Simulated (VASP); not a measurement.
A run of VASP 6.6.1 is set up as follows.

The input POSCAR:

```
Al3Ni2
1.0
    4.1269230140      0.0000000000      0.0000000000
   -2.0634615070      3.5740201696      0.0000000000
    0.0000000000      0.0000000000      4.8137434318
Al Ni
3 2
Direct
    0.0000000000      0.0000000000      0.0000000000
    0.3333333333      0.6666666667      0.6477775838
    0.6666666667      0.3333333333      0.3522224162
    0.3333333333      0.6666666667      0.1443638746
    0.6666666667      0.3333333333      0.8556361254
```

Contents of INCAR.step1:

```
SYSTEM = Al3Ni2
  PREC = Accurate
  ENCUT = 520
  ISMEAR = 0
  SIGMA = 0.1
  LREAL = .FALSE.
  LASPH = .TRUE.
  NELM = 100
  NBANDS = 22
  GGA = PE
  ALGO = Normal
  EDIFF = 1E-4
  LWAVE = .TRUE.
  LCHARG = .FALSE.
```

File INCAR.step2:

```
SYSTEM = Al3Ni2
  PREC = Accurate
  ENCUT = 520
  EDIFF = 1E-6
  ISMEAR = 0
  SIGMA = 0.1
  LREAL = .FALSE.
  LASPH = .TRUE.
  NELM = 100
  ALGO = Normal
  ISIF = 2
  LWAVE = .FALSE.
  LCHARG = .FALSE.
  METAGGA = R2SCAN
  LMIXTAU = .TRUE.
  NBANDS = 22
  ISTART = 1
```

Contents of KPOINTS:

```
Automatic mesh
0
G
  12 12 8
  0 0 0
```

Potentials or basis: VASP PAW PBE potentials, release 64 (Al, Ni).

Launch:

```console
$ cat potpaw_PBE.64/Al/POTCAR potpaw_PBE.64/Ni/POTCAR > POTCAR
$ cp INCAR.step1 INCAR
$ mpirun -np 1 vasp_std > vasp.out
$ cp INCAR.step2 INCAR
$ mpirun -np 1 vasp_std > vasp.out
```

(1) What does it give for the pressure?

(2) Predict the band gap on the k mesh.

Results:

(1) -6.2 GPa.

(2) zero (an odd number of electrons rules out a gap without spin polarisation).

Caveat: the cell differs from its parent crystal (biaxial strain in the a-b plane: +3.0 %, then relaxed in part); the stress differs along the axes, from -9 to -0 GPa; the PAW data sets were made with another functional, which shifts forces and pressure a little.
